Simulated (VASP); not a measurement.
## Mg: single point with PBE

The system is Mg.

```
Mg
1.0
     3.13389    0.00000    0.00000
    -1.56695    2.71403    0.00000
     0.00000    0.00000   10.17940
Mg
4
Direct
  0.66667 0.33333 0.75000
  0.00000 0.00000 0.50000
  0.33333 0.66667 0.25000
  0.00000 0.00000 0.00000
```

| Property | Result |
| --- | --- |
| Program | VASP 6.6.1 |
| Task | single point |
| Functional | PBE |
| Potentials or basis | VASP PAW PBE potentials, release 64 (Mg) |
| Cutoff | 520 eV |
| k mesh | 10 × 10 × 3 |
| Occupations | fermi-dirac, width 0.05 eV |
| Spin | no spin polarisation |
| Dipole correction | no |
| Further INCAR settings | ALGO = Fast; EDIFF = 1e-06; NBANDS = 12 |

* Pressure: 2.5 GPa
* Band gap on the k mesh: zero (band 4 reaches 3.58 eV, above the bottom of band 5 at 1.71 eV)

Stress tensor (GPa, compression positive):
```
2.23 0.00 0.00
0.00 2.23 0.00
0.00 0.00 2.97
```

Levels at points of the mesh, in eV from the Fermi level:
```
           k point  band 1  band 2  band 3  band 4  band 5  band 6  band 7  band 8
(0.00, 0.00, 0.00)   -7.29   -5.85   -5.85   -1.89   -1.35    5.09    5.10   11.22
(0.50, 0.00, 0.00)   -2.34   -2.31   -1.25   -1.20   -0.62   -0.57    2.72    2.87
```

Wall time 19 s on 1 thread of Intel(R) Xeon(R) Platinum 8488C (Sapphire Rapids), on a shared host, peak memory 0.2 GiB.
